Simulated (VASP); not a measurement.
# BN (P1) in VASP: a series of runs

BN is run at these levels: PBE; tasks: single point.

Everything below comes from runs of VASP 6.6.1. Logs are shortened: lines on timing, memory, paths and dates and some standing lists are left out, and cuts for length are marked.

### 1 The cell of the first run

The typed cell holds 16 atoms: a = 5.053 Å, b = 5.053 Å, c = 5.053 Å, α = 60.00°, β = 60.00°, γ = 60.00°.

### 2 Single point, PBE

INCAR reads:

```
PREC = Accurate ; ENCUT = 520
EDIFF = 1E-6 ; ISMEAR = -1
SIGMA = 0.02 ; LREAL = Auto
LASPH = True ; NELM = 120
ALGO = Normal ; ISIF = 2
LWAVE = False ; LCHARG = True
GGA = PE ; LELF = True
LVHAR = True ; NBANDS = 46
GGA_COMPAT = False ; ISYM = -1
```

KPOINTS reads:

```
explicit points
4
Reciprocal
  0.25000000   0.25000000   0.25000000 2
  0.25000000   0.25000000   0.75000000 2
  0.25000000   0.75000000   0.25000000 2
  0.25000000   0.75000000   0.75000000 2
```

POSCAR reads:

```
BN
1.0
   -3.5730900000      3.5730900000      0.0000000000
    0.0000000000      3.5730900000     -3.5730900000
   -3.5730900000      0.0000000000     -3.5730900000
B N
8 8
Direct
   -0.0363201039      0.4663971520      0.5227262677
   -0.0390127313     -0.0374947175      0.5269662953
   -0.0361405674      0.4707976849      0.0280450534
   -0.0466432416     -0.0316732856      0.0252844177
    0.4629415996      0.4647940578      0.5204025088
    0.4585035641     -0.0301312030      0.5186792104
    0.4688352378      0.4583132527      0.0297385456
    0.4666364407     -0.0324189987      0.0168778284
    0.3383504194      0.8400861719      0.3922642587
    0.3458372165      0.3388555844      0.3893345816
    0.3407854266      0.8363248617      0.8916349714
    0.3434665793      0.3335659051      0.8965783118
    0.8429383251      0.8386053808      0.3965636186
    0.8447714723      0.3324840684      0.4013569487
    0.8452690808      0.8373580011      0.8977373926
    0.8417416018      0.3379409699      0.9048032655
```

Potentials or basis: VASP PAW PBE potentials, release 64 (B, N).

The run is started by

```sh
$ cat potpaw_PBE.64/B/POTCAR potpaw_PBE.64/N/POTCAR > POTCAR
$ mpirun -np 1 vasp_std > vasp.out
```

OUTCAR:

```text
PREC = Accurate
   ENCUT = 520
   EDIFF = 1E-6
   ISMEAR = -1
   LREAL = Auto
   LASPH = True
   NELM = 120
   ISIF = 2
   GGA = PE
   ISYM = -1

 ion  position               nearest neighbor table
   1  0.964  0.466  0.523-  13 1.54  14 1.54  16 1.58  10 1.58
   2  0.961  0.963  0.527-  14 1.53  15 1.53  13 1.54   9 1.56
   3  0.964  0.471  0.028-  15 1.51  14 1.54  16 1.56  12 1.57
   4  0.953  0.968  0.025-  15 1.51  16 1.53  13 1.53  11 1.60
   5  0.463  0.465  0.520-  10 1.54   9 1.55  12 1.55  14 1.58
   6  0.459  0.970  0.519-  10 1.52  11 1.54   9 1.55  13 1.59
[... 8 lines left out ...]
  15  0.845  0.837  0.898-   3 1.51   4 1.51   2 1.53   8 1.56
  16  0.842  0.338  0.905-   4 1.53   7 1.54   3 1.56   1 1.58

IMPORTANT INFORMATION: All symmetrisations will be switched off!
NOSYMM: (Re-)initialisation of all symmetry stuff for point group C_1.

----------------------------------------------------------------------------------------

                                     Primitive cell

  volume of cell :      91.2351

  direct lattice vectors                    reciprocal lattice vectors
    -3.573090000  3.573090000  0.000000000    -0.139934902  0.139934902  0.139934902
     0.000000000  3.573090000 -3.573090000     0.139934902  0.139934902 -0.139934902
    -3.573090000  0.000000000 -3.573090000    -0.139934902 -0.139934902 -0.139934902

  length of vectors
     5.053112338  5.053112338  5.053112338     0.242374361  0.242374361  0.242374361

  position of ions in fractional coordinates (direct lattice)
     0.963679896  0.466397152  0.522726268
     0.960987269  0.962505282  0.526966295
     0.963859433  0.470797685  0.028045053
     0.953356758  0.968326714  0.025284418
     0.462941600  0.464794058  0.520402509
     0.458503564  0.969868797  0.518679210
[... 8 lines left out ...]
     0.845269081  0.837358001  0.897737393
     0.841741602  0.337940970  0.904803266

  ion indices of the primitive-cell ions
   primitive index   ion index
                 1           1
                 2           2
                 3           3
                 4           4
                 5           5
                 6           6
[... 8 lines left out ...]
                15          15
                16          16

----------------------------------------------------------------------------------------

 KPOINTS: explicit points

Read explicit list of k-points.

 Found      4 k-points:

 Following reciprocal coordinates:
            Coordinates               Weight
  0.250000  0.250000  0.250000      0.250000
  0.250000  0.250000  0.750000      0.250000
  0.250000  0.750000  0.250000      0.250000
  0.250000  0.750000  0.750000      0.250000
   k-points           NKPTS =      4   k-points in BZ     NKDIM =      4   number of bands    NBANDS=     46
   number of dos      NEDOS =    301   number of ions     NIONS =     16
   total plane-waves  NPLWV =  64000
   dimension x,y,z NGX =    40 NGY =   40 NGZ =   40
   dimension x,y,z NGXF=    80 NGYF=   80 NGZF=   80
   ions per type =               8   8
   NGX,Y,Z   is equivalent  to a cutoff of  13.16, 13.16, 13.16 a.u.
   NGXF,Y,Z  is equivalent  to a cutoff of  26.32, 26.32, 26.32 a.u.
 SYSTEM =  unknown system
   PREC   = accura    normal or accurate (medium, high low for compatibility)
   ISTART =      0    job   : 0-new  1-cont  2-samecut
   ICHARG =      2    charge: 1-file 2-atom 10-const
   ISPIN  =      1    spin polarized calculation?
   LNONCOLLINEAR =      F non collinear calculations
   LSORBIT =      F    spin-orbit coupling
   LASPH  =      T    aspherical Exc in radial PAW
   ENCUT  =  520.0 eV  38.22 Ry    6.18 a.u.   9.40  9.40  9.40*2*pi/ulx,y,z
   NELM   =    120;   NELMIN=  2; NELMDL= -5     # of ELM steps
   EDIFF  = 0.1E-05   stopping-criterion for ELM
   LREAL  =      T    real-space projection
   EDIFFG = 0.1E-04   stopping-criterion for IOM
   NSW    =      0    number of steps for IOM
   IBRION =     -1    ionic relax: 0-MD 1-quasi-New 2-CG
   NFREE  =      0    steps in history (QN), initial steepest desc. (CG)
   ISIF   =      2    stress and relaxation
   ISYM   =     -1    0-nonsym 1-usesym 2-fastsym
   POTIM  = 0.5000    time-step for ionic-motion
   TEBEG  =    0.0;   TEEND  =   0.0 temperature during run
   PSTRESS=    0.0 pullay stress
   NELECT =      64.0000    total number of electrons
   NUPDOWN=      -1.0000    fix difference up-down
   EMIN   =  10.00;   EMAX   =-10.00  energy-range for DOS
   EFERMI =   0.00;   METHOD = LEGACY
   ISMEAR =    -1;   SIGMA  =   0.02  broadening in eV -4-tet -1-fermi 0-gaus
   EFERMI_NEDOS =   21; number of points for ismear=-14 and -15
   IALGO  =     38    algorithm
   IMIX   =      4    mixing-type and parameters
     AMIX     =   0.40;   BMIX     =  1.00
     AMIX_MAG =   1.60;   BMIX_MAG =  1.00
  volume/ion in A,a.u.               =       5.70        38.48
  Fermi-wavevector in a.u.,A,eV,Ry     =   1.454613  2.748820 28.788563  2.115900
  Thomas-Fermi vector in A             =   2.571744
   LORBIT       =      0    0 simple, 1 ext, 2 COOP (PROOUT), +10 PAW based schemes
   GGA     = PE    functional components
   LHFCALC =     F    Hartree Fock is set to
   AEXX    =    0.0000 exact exchange contribution
   IVDW    =     0    specifies the selected vdW correction
   LEPSILON=     F    determine dielectric tensor
   LRPA    =     F    only Hartree local field effects (RPA)
 non-spin polarized calculation
  energy-cutoff  :      520.00
  volume of cell :       91.24
 maximum number of plane-waves:      2463
 NGX is ok and might be reduce to    40
   NGX = 19   NGY = 19   NGZ = 19

 number of electron      64.0000002 magnetization

 Free energy of the ion-electron system (eV)
  ---------------------------------------------------
  ext. energy  EPLUGINS =         0.00000000
  ---------------------------------------------------
  free energy    TOTEN  =      -139.09088616 eV

  energy without entropy =     -139.09088616  energy(sigma->0) =     -139.09088616

 E-fermi :   8.1354     XC(G=0): -12.9958

 val. band max:        7.6532413839   @ k =   0.2500   0.2500   0.2500
 cond. band min:      13.2483507855   @ k =   0.2500   0.2500   0.2500
 fundamental gap:      5.5951094016
 Fermi energy:         8.1354345770

 k-point     1 :       0.2500    0.2500    0.2500
  band No.  band energies     occupation
      1     -12.4193      2.00000
      2      -9.6241      2.00000
      3      -8.5042      2.00000
      4      -8.2714      2.00000
      5      -8.1950      2.00000
      6      -7.5574      2.00000
[... 36 lines left out ...]
     43      18.2515      0.00000
     44      18.3302      0.00000

 k-point     2 :       0.2500    0.2500    0.7500
  band No.  band energies     occupation
      1     -11.4156      2.00000
      2     -10.4539      2.00000
      3      -9.5146      2.00000
      4      -8.8396      2.00000
      5      -8.6155      2.00000
      6      -7.6304      2.00000
[... 36 lines left out ...]
     43      19.2613      0.00000
     44      19.3818      0.00000

 k-point     3 :       0.2500    0.7500    0.2500
  band No.  band energies     occupation
      1     -11.4142      2.00000
      2     -10.4591      2.00000
      3      -9.5201      2.00000
      4      -8.8228      2.00000
      5      -8.6223      2.00000
      6      -7.6275      2.00000
[... 36 lines left out ...]
     43      19.1667      0.00000
     44      19.3859      0.00000

 k-point     4 :       0.2500    0.7500    0.7500
  band No.  band energies     occupation
      1     -11.4098      2.00000
      2     -10.4462      2.00000
      3      -9.5269      2.00000
      4      -8.7998      2.00000
      5      -8.6814      2.00000
      6      -7.6143      2.00000
[... 36 lines left out ...]
     43      19.2508      0.00000
     44      19.5042      0.00000
 [bands above 44 left out]

------------------------ aborting loop because EDIFF is reached ----------------------------------------

  FORCE on cell =-STRESS in cart. coord.  units (eV):
  Direction    XX          YY          ZZ          XY          YZ          ZX
  --------------------------------------------------------------------------------------
  -------------------------------------------------------------------------------------
  Total       10.3690412     10.5016346     10.4570918      1.3583588      0.3940409     -0.5187865
  in kB      182.0905127    184.4189834    183.6367686     23.8541095      6.9197443     -9.1103982
  external PRESSURE =     183.3820882 kB  Pullay stress =       0.0000000 kB

 VOLUME and BASIS-vectors are now :
 -----------------------------------------------------------------------------
  energy-cutoff  :      520.00
  volume of cell :       91.24
      direct lattice vectors                 reciprocal lattice vectors
    -3.573090000  3.573090000  0.000000000    -0.139934902  0.139934902  0.139934902
     0.000000000  3.573090000 -3.573090000     0.139934902  0.139934902 -0.139934902
    -3.573090000  0.000000000 -3.573090000    -0.139934902 -0.139934902 -0.139934902

 POSITION                                       TOTAL-FORCE (eV/Angst)
 -----------------------------------------------------------------------------------
     -5.31106      5.10979     -3.53423        -0.525242     -0.150152      0.001221
     -5.31659      6.87281     -5.32202        -0.105578      0.776201      0.724775
     -3.54416      5.12616     -1.78241        -0.567596     -0.620217      1.477378
     -3.49677      6.86635     -3.55026        -1.595324      1.387478      0.618218
     -3.51358      3.31488     -3.52020        -0.638735      0.377562     -0.095803
     -3.49156      5.10370     -5.31872        -1.096102     -0.314872      0.682634
[... 8 lines left out ...]
     -6.22792      6.01218     -6.19965         0.887728     -0.672116     -0.526621
     -6.24056      4.21511     -4.44044         0.896396      0.385070      0.384100
 -----------------------------------------------------------------------------------
    total drift:                               -0.000615     -0.001068      0.001597

  FREE ENERGIE OF THE ION-ELECTRON SYSTEM (eV)
  ---------------------------------------------------
  free  energy   TOTEN  =      -139.0908861622 eV

  energy  without entropy=     -139.0908861622  energy(sigma->0) =     -139.09088616
```

Wall time 85 s (1 thread of Intel Xeon Platinum 8259CL at 2.50GHz (Skylake/Cascade Lake), shared host); peak memory 0.23 GiB.

Results:

| Property | Result |
| --- | --- |
| Free energy | -139.0909 eV |
| Pressure | 18.3 GPa |
| Largest force | 2.203 eV/Å |
| Band gap on the k mesh | 5.60 eV |

Forces in eV/Å, atoms in the order of the input:
```
B   -0.525 -0.150  0.001
B   -0.106  0.776  0.725
B   -0.568 -0.620  1.477
B   -1.595  1.387  0.618
B   -0.639  0.378 -0.096
B   -1.096 -0.315  0.683
B    1.707  0.941  0.702
B    0.084 -1.049  0.380
N   -0.442  0.016 -0.021
N   -0.311 -1.076 -1.428
N   -0.204  0.114 -0.874
N    0.424  0.595 -0.726
N    0.582 -0.913 -0.331
N    0.905  0.203 -0.969
N    0.888 -0.672 -0.527
N    0.896  0.385  0.384
```

Stress tensor (GPa, compression positive):
```
18.21  2.39 -0.91
 2.39 18.44  0.69
-0.91  0.69 18.36
```

Caveat: the cell stands under pressure; the atoms stand as in a frame of molecular dynamics; a shifted mesh leaves out Γ, where band edges can lie; forces of over 1 eV/Å act on the atoms, so gaps and moduli don't describe the material at rest. A k mesh can miss the band edges.

(Continued in part 2 of 2.)
